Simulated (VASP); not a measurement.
Write the native input for VASP 6.6.1 that does the following.

- Task: relaxation of cell and atoms
- Functional: PBE
- Potentials or basis: VASP PAW PBE potentials, release 64 (Ir)
- Cutoff: 600 eV
- k mesh: 6 × 6 × 6
- Occupations: gaussian, width 0.1 eV
- Spin: no spin polarisation
- Dipole correction: no
- Further INCAR settings: ALGO = Fast; EDIFF = 1e-07; IBRION = 2; EDIFFG = -0.04; NSW = 90; ISIF = 3

The structure of Ir lies in POSCAR:

```
Ir
1.0
    5.0292683000      0.0000000000      0.0000000000
   -2.5146341500      4.3554741100      0.0000000000
    0.0000000000      0.0000000000      2.9060258900
Ir
2
Direct
    0.3333333300      0.6666666700      0.5000000000
    0.6666666700      0.3333333300      0.5000000000
```

One way to write it, as run:

INCAR

```
SYSTEM = Ir
PREC = Accurate ; ENCUT = 600
EDIFF = 1E-7 ; ISMEAR = 0
SIGMA = 0.1 ; LREAL = .FALSE.
LASPH = .TRUE. ; NELM = 60
ALGO = Fast ; ISIF = 3
LWAVE = .FALSE. ; LCHARG = .FALSE.
GGA = PE ; IBRION = 2
NSW = 90 ; EDIFFG = -0.04
```

KPOINTS

```
regular mesh
0
G
  6 6 6
  0 0 0
```

Potentials or basis: VASP PAW PBE potentials, release 64 (Ir).

The run is started by

```console
$ cat potpaw_PBE.64/Ir/POTCAR > POTCAR
$ mpirun -np 1 vasp_std > vasp.out
```

It gave:

The relaxed volume is 20.30 Å³/atom, the relaxed cell is a = 4.268 Å, b = 4.268 Å, c = 2.573 Å, α = 90.00°, β = 90.00°, γ = 120.00° and the space group after relaxing (to 0.05 Å) is P6/mmm (No. 191). The energy gained by relaxing is 1576.7 meV/atom. The ionic steps are 13. The pressure after relaxing is -0.1 GPa. The band gap on the k mesh is zero (band 9 reaches 6.27 eV, above the bottom of band 10 at 4.21 eV).

Caveat: the k points lie up to 0.41 Å⁻¹ apart in the final cell; the volume moved by over 15 % at a fixed basis, so the end points are rough; spin-orbit coupling is left out, which moves the levels of the heavy elements.

Run time: 2.2 min on 1 thread of Intel(R) Xeon(R) 6975P-C (Granite Rapids), on a shared host, peak memory 0.22 GiB.
